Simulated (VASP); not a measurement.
# In (P6_3/mmc) in VASP: a series of runs, part 2 of 2

VASP 6.6.1. The steps go on from the part before.

## 3. Single point, LDA (volume scaled by 1.02)

Contents of INCAR:

```
PREC = Accurate
ENCUT = 520
EDIFF = 1E-6
ISMEAR = -1
SIGMA = 0.05
LREAL = F
LASPH = T
NELM = 60
ALGO = Fast
ISIF = 2
LWAVE = F
LCHARG = T
GGA = CA
LELF = T
LVHAR = T
NBANDS = 20
```

Contents of KPOINTS:

```
regular mesh
0
Gamma
  9 9 5
```

Contents of POSCAR:

```
In
1.0
    3.3575747290      0.0000000000      0.0000000000
   -1.6787873645      2.9077450104      0.0000000000
    0.0000000000      0.0000000000      5.5456283735
In
2
Direct
    0.6666666667      0.3333333333      0.7500000000
    0.3333333333      0.6666666667      0.2500000000
```

Potentials or basis: VASP PAW LDA potentials, release 64 (In_d).

On the command line:

```sh
cat potpaw_LDA.64/In_d/POTCAR > POTCAR
mpirun -np 1 vasp_std > vasp.out
```

OUTCAR:

```text
PREC = Accurate
   ENCUT = 520
   EDIFF = 1E-6
   ISMEAR = -1
   LREAL = F
   LASPH = T
   NELM = 60
   ISIF = 2
   GGA = CA

 ion  position               nearest neighbor table
   1  0.667  0.333  0.750-   2 3.38   2 3.38   2 3.38   2 3.38   2 3.38   2 3.38
   2  0.333  0.667  0.250-   1 3.38   1 3.38   1 3.38   1 3.38   1 3.38   1 3.38

  LATTYP: Found a hexagonal cell.
 ALAT       =     3.3575747290
 C/A-ratio  =     1.6516768266

  Lattice vectors:

 A1 = (   3.3575747290,   0.0000000000,   0.0000000000)
 A2 = (  -1.6787873645,   2.9077450104,   0.0000000000)
 A3 = (   0.0000000000,   0.0000000000,   5.5456283735)

Analysis of symmetry for initial positions (statically):
=====================================================================
 Subroutine PRICEL returns:
 Original cell was already a primitive cell.

 Routine SETGRP: Setting up the symmetry group for a
 hexagonal supercell.

 Subroutine GETGRP returns: Found 24 space group operations
 (whereof 12 operations were pure point group operations)
 out of a pool of 24 trial point group operations.

The static configuration has the point symmetry D_3d.
 The point group associated with its full space group is D_6h.

Analysis of symmetry for dynamics (positions and initial velocities):
=====================================================================
 Subroutine PRICEL returns:
 Original cell was already a primitive cell.

 Routine SETGRP: Setting up the symmetry group for a
 hexagonal supercell.

 Subroutine GETGRP returns: Found 24 space group operations
 (whereof 12 operations were pure point group operations)
 out of a pool of 24 trial point group operations.

The dynamic configuration has the point symmetry D_3d.
 The point group associated with its full space group is D_6h.

 Subroutine INISYM returns: Found 24 space group operations
 (whereof 12 operations are pure point group operations),
 and found     1 'primitive' translations

----------------------------------------------------------------------------------------

                                     Primitive cell

  volume of cell :      54.1418

  direct lattice vectors                    reciprocal lattice vectors
     3.357574729  0.000000000  0.000000000     0.297834026  0.171954555  0.000000000
    -1.678787364  2.907745010  0.000000000     0.000000000  0.343909110  0.000000000
     0.000000000  0.000000000  5.545628373     0.000000000  0.000000000  0.180322216

  length of vectors
     3.357574729  3.357574729  5.545628373     0.343909110  0.343909110  0.180322216

  position of ions in fractional coordinates (direct lattice)
     0.666666667  0.333333333  0.750000000
     0.333333333  0.666666667  0.250000000

  ion indices of the primitive-cell ions
   primitive index   ion index
                 1           1
                 2           2

----------------------------------------------------------------------------------------

 KPOINTS: regular mesh

Automatic generation of k-mesh.
 Grid dimensions read from file:
 generate k-points for:    9    9    5

 Generating k-lattice:

  Cartesian coordinates                     Fractional coordinates (reciprocal lattice)
     0.033092670  0.019106062  0.000000000     0.111111111  0.000000000  0.000000000
     0.000000000  0.038212123  0.000000000     0.000000000  0.111111111  0.000000000
     0.000000000  0.000000000  0.036064443     0.000000000  0.000000000  0.200000000

  Length of vectors
     0.038212123  0.038212123  0.036064443

  Shift w.r.t. Gamma in fractional coordinates (k-lattice)
     0.000000000  0.000000000  0.000000000

 Subroutine IBZKPT returns following result:
 ===========================================

 Found     36 irreducible k-points:

 Following reciprocal coordinates:
            Coordinates               Weight
  0.000000  0.000000  0.000000      1.000000
  0.111111  0.000000  0.000000      6.000000
  0.222222  0.000000  0.000000      6.000000
  0.333333  0.000000  0.000000      6.000000
  0.444444  0.000000  0.000000      6.000000
  0.111111  0.111111  0.000000      6.000000
[... 16 lines left out ...]
  0.333333  0.222222  0.200000     24.000000
  0.333333  0.333333  0.200000      4.000000
 [... further k-points ...]
   k-points           NKPTS =     36   k-points in BZ     NKDIM =     36   number of bands    NBANDS=     20
   number of dos      NEDOS =    301   number of ions     NIONS =      2
   total plane-waves  NPLWV =  32928
   dimension x,y,z NGX =    28 NGY =   28 NGZ =   42
   dimension x,y,z NGXF=    56 NGYF=   56 NGZF=   84
   ions per type =               2
   NGX,Y,Z   is equivalent  to a cutoff of  13.86, 13.86, 12.59 a.u.
   NGXF,Y,Z  is equivalent  to a cutoff of  27.73, 27.73, 25.18 a.u.
 SYSTEM =  unknown system
   PREC   = accura    normal or accurate (medium, high low for compatibility)
   ISTART =      0    job   : 0-new  1-cont  2-samecut
   ICHARG =      2    charge: 1-file 2-atom 10-const
   ISPIN  =      1    spin polarized calculation?
   LNONCOLLINEAR =      F non collinear calculations
   LSORBIT =      F    spin-orbit coupling
   LASPH  =      T    aspherical Exc in radial PAW
   ENCUT  =  520.0 eV  38.22 Ry    6.18 a.u.   6.24  6.24 10.31*2*pi/ulx,y,z
   NELM   =     60;   NELMIN=  2; NELMDL= -5     # of ELM steps
   EDIFF  = 0.1E-05   stopping-criterion for ELM
   LREAL  =      F    real-space projection
   EDIFFG = 0.1E-04   stopping-criterion for IOM
   NSW    =      0    number of steps for IOM
   IBRION =     -1    ionic relax: 0-MD 1-quasi-New 2-CG
   NFREE  =      0    steps in history (QN), initial steepest desc. (CG)
   ISIF   =      2    stress and relaxation
   ISYM   =      2    0-nonsym 1-usesym 2-fastsym
   POTIM  = 0.5000    time-step for ionic-motion
   TEBEG  =    0.0;   TEEND  =   0.0 temperature during run
   PSTRESS=    0.0 pullay stress
   NELECT =      26.0000    total number of electrons
   NUPDOWN=      -1.0000    fix difference up-down
   EMIN   =  10.00;   EMAX   =-10.00  energy-range for DOS
   EFERMI =   0.00;   METHOD = LEGACY
   ISMEAR =    -1;   SIGMA  =   0.05  broadening in eV -4-tet -1-fermi 0-gaus
   EFERMI_NEDOS =   21; number of points for ismear=-14 and -15
   IALGO  =     68    algorithm
   IMIX   =      4    mixing-type and parameters
     AMIX     =   0.40;   BMIX     =  1.00
     AMIX_MAG =   1.60;   BMIX_MAG =  1.00
  volume/ion in A,a.u.               =      27.07       182.68
  Fermi-wavevector in a.u.,A,eV,Ry     =   1.282001  2.422631 22.361536  1.643527
  Thomas-Fermi vector in A             =   2.414338
   LORBIT       =      0    0 simple, 1 ext, 2 COOP (PROOUT), +10 PAW based schemes
   GGA     = CA    functional components
   LHFCALC =     F    Hartree Fock is set to
   AEXX    =    0.0000 exact exchange contribution
   IVDW    =     0    specifies the selected vdW correction
   LEPSILON=     F    determine dielectric tensor
   LRPA    =     F    only Hartree local field effects (RPA)
 non-spin polarized calculation
 RMM-DIIS sequential band-by-band and
  energy-cutoff  :      520.00
  volume of cell :       54.14
 maximum number of plane-waves:      1472
 NGX is ok and might be reduce to    28
   NGX = 13   NGY = 13   NGZ = 21

 number of electron      26.0000012 magnetization

 Free energy of the ion-electron system (eV)
  ---------------------------------------------------
  ext. energy  EPLUGINS =         0.00000000
  ---------------------------------------------------
  free energy    TOTEN  =        -6.34393249 eV

  energy without entropy =       -6.32801557  energy(sigma->0) =       -6.33597403

 E-fermi :   6.8722     XC(G=0): -10.3660

 val. band max:        6.8673218578   @ k =   0.3333   0.2222   0.2000
 cond. band min:       6.9330973025   @ k =   0.3333   0.1111   0.4000
 fundamental gap:      0.0657754447
 Fermi energy:         6.8721680058

 k-point     1 :       0.0000    0.0000    0.0000
  band No.  band energies     occupation
      1      -7.7330      2.00000
      2      -7.6831      2.00000
      3      -7.6563      2.00000
      4      -7.6563      2.00000
      5      -7.6310      2.00000
      6      -7.6310      2.00000
[... 12 lines left out ...]
     19      17.7769      0.00000
     20      18.1705      0.00000

 k-point     2 :       0.1111    0.0000    0.0000
  band No.  band energies     occupation
      1      -7.7260      2.00000
      2      -7.6861      2.00000
      3      -7.6409      2.00000
      4      -7.6235      2.00000
      5      -7.6220      2.00000
      6      -7.5998      2.00000
[... 498 lines left out ...]
 k-point    24 :       0.3333    0.3333    0.2000
  band No.  band energies     occupation
      1      -7.7442      2.00000
      2      -7.6726      2.00000
      3      -7.6726      2.00000
      4      -7.5608      2.00000
      5      -7.5608      2.00000
      6      -7.5592      2.00000
[... 12 lines left out ...]
     19      13.6037      0.00000
     20      21.0336      0.00000

 [... further k-points ...]
[... 5 lines left out ...]
  --------------------------------------------------------------------------------------
  -------------------------------------------------------------------------------------
  Total       -1.2249812     -1.2249812     -1.0976656      0.0000000      0.0000000      0.0000000
  in kB      -36.2499367    -36.2499367    -32.4823813      0.0000000      0.0000000      0.0000000
  external PRESSURE =     -34.9940849 kB  Pullay stress =       0.0000000 kB

 VOLUME and BASIS-vectors are now :
 -----------------------------------------------------------------------------
  energy-cutoff  :      520.00
  volume of cell :       54.14
      direct lattice vectors                 reciprocal lattice vectors
     3.357574729  0.000000000  0.000000000     0.297834026  0.171954555  0.000000000
    -1.678787364  2.907745010  0.000000000     0.000000000  0.343909110  0.000000000
     0.000000000  0.000000000  5.545628373     0.000000000  0.000000000  0.180322216

 POSITION                                       TOTAL-FORCE (eV/Angst)
 -----------------------------------------------------------------------------------
      1.67879      0.96925      4.15922         0.000000      0.000000      0.000000
     -0.00000      1.93850      1.38641         0.000000     -0.000000      0.000000
 -----------------------------------------------------------------------------------
    total drift:                               -0.000000      0.000000      0.000000

  FREE ENERGIE OF THE ION-ELECTRON SYSTEM (eV)
  ---------------------------------------------------
  free  energy   TOTEN  =        -6.3439324941 eV

  energy  without entropy=       -6.3280155747  energy(sigma->0) =       -6.33597403
```

Run time: 28 s. Hardware: 1 thread of Intel Xeon 6975P-C (Granite Rapids), shared host; peak memory 0.16 GiB.

What came out:

- Free energy: -6.3439 eV
- Pressure: -3.5 GPa
- Band gap on the k mesh: zero (band 13 reaches 8.91 eV, above the bottom of band 14 at 5.02 eV)

Stress tensor (GPa, compression positive):
```
-3.62  0.00  0.00
 0.00 -3.62  0.00
 0.00  0.00 -3.25
```

Caveat: spin-orbit coupling is left out, which moves the levels of the heavy elements.

## 4. Single point, LDA (volume scaled by 1.04)

Contents of INCAR:

```
ALGO = Fast ; EDIFF = 1E-6
ENCUT = 520 ; GGA = CA
ISIF = 2 ; ISMEAR = -1
LASPH = True ; LCHARG = False
LREAL = False ; LWAVE = False
NBANDS = 20 ; NELM = 60
PREC = Accurate ; SIGMA = 0.05
```

Contents of KPOINTS:

```
k-points
0
Gamma
  9 9 5
```

Contents of POSCAR:

```
In
1.0
    3.3793777732      0.0000000000      0.0000000000
   -1.6896888866      2.9266270006      0.0000000000
    0.0000000000      0.0000000000      5.5816399564
In
2
Direct
    0.6666666667      0.3333333333      0.7500000000
    0.3333333333      0.6666666667      0.2500000000
```

On the command line:

```sh
cat potpaw_LDA.64/In_d/POTCAR > POTCAR
mpirun -np 1 vasp_std > vasp.out
```

It took 28 s on 1 thread of Intel Xeon 6975P-C (Granite Rapids), shared host; peak memory 0.16 GiB.

Results (log left out):

```yaml
Free_energy: -6.3199 eV
Pressure: -4.0 GPa
Band_gap_on_the_k_mesh: zero (band 13 reaches 8.65 eV, above the bottom of band 14 at 4.85 eV)
```

Stress tensor (GPa, compression positive):
```
-4.18  0.00  0.00
 0.00 -4.18  0.00
 0.00  0.00 -3.56
```

Levels at points of the mesh, in eV from the Fermi level:
```tsv
k point	band 11	band 12	band 13	band 14	band 15	band 16
(0.00, 0.00, 0.00)	-9.24	-4.51	-3.19	7.98	7.98	9.75
```

Caveat: spin-orbit coupling is left out, which moves the levels of the heavy elements.

## 5. Summary

| cell | gap on the mesh (eV) | pressure (GPa) |
| --- | --- | --- |
| a = 3.335, b = 3.335, c = 5.509 Å, angles 90.0, 90.0, 120.0°, 2 atoms | none | -2.8 |
| a = 3.358, b = 3.358, c = 5.546 Å, angles 90.0, 90.0, 120.0°, 2 atoms | none | -3.5 |
| a = 3.379, b = 3.379, c = 5.582 Å, angles 90.0, 90.0, 120.0°, 2 atoms | none | -4.0 |

Alike in all rows: task single point; level LDA; potentials or basis VASP PAW LDA potentials, release 64 (In_d); no spin polarisation; k mesh 9 × 9 × 5; cutoff (eV) 520; smearing fermi-dirac 0.05 eV.

Caveats: spin-orbit coupling is left out, which moves the levels of the heavy elements.

Total energies depend on the potentials used, so only differences within one code and one set of settings carry meaning.
